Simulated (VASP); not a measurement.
Ca3WN4:

```
Ca W N
1.0
     5.02145    0.00000    0.00000
     0.00000    5.02145    0.00000
     0.00000    0.00000    5.02145
Ca W N
3 1 4
Direct
  0.50000 0.00000 0.00000
  0.00000 0.50000 0.00000
  0.00000 0.00000 0.50000
  0.50000 0.50000 0.50000
  0.00000 0.50000 0.50000
  0.50000 0.00000 0.50000
  0.50000 0.50000 0.00000
  0.00000 0.00000 0.00000
```

The cell was generated, and may not be a known phase.

Base run:

| Quantity | Value |
| --- | --- |
| Program | VASP 6.6.1 |
| Functional | PBE |
| Potentials or basis | VASP PAW PBE potentials, release 64 (Ca_sv, W_sv, N) |
| Cutoff | 520 eV |
| k mesh | 4 × 4 × 4 |
| Occupations | gaussian, width 0.1 eV |
| Spin | no spin polarisation |

Its results: pressure -20.4 GPa.

Question: The run is repeated on the same cell with these changes: spin from no spin polarisation to collinear spin, zero start; further incar settings from ALGO = Normal; EDIFF = 1e-07; NBANDS = 42 to ALGO = Normal; EDIFF = 1e-07; NBANDS = 46. What comes out?

Answer: Pressure -20.4 GPa; net moment -0.15 μB per cell; site moments Ca +0.00; W -0.11; N -0.00 μB.

Caveats: the cell stands under tension.
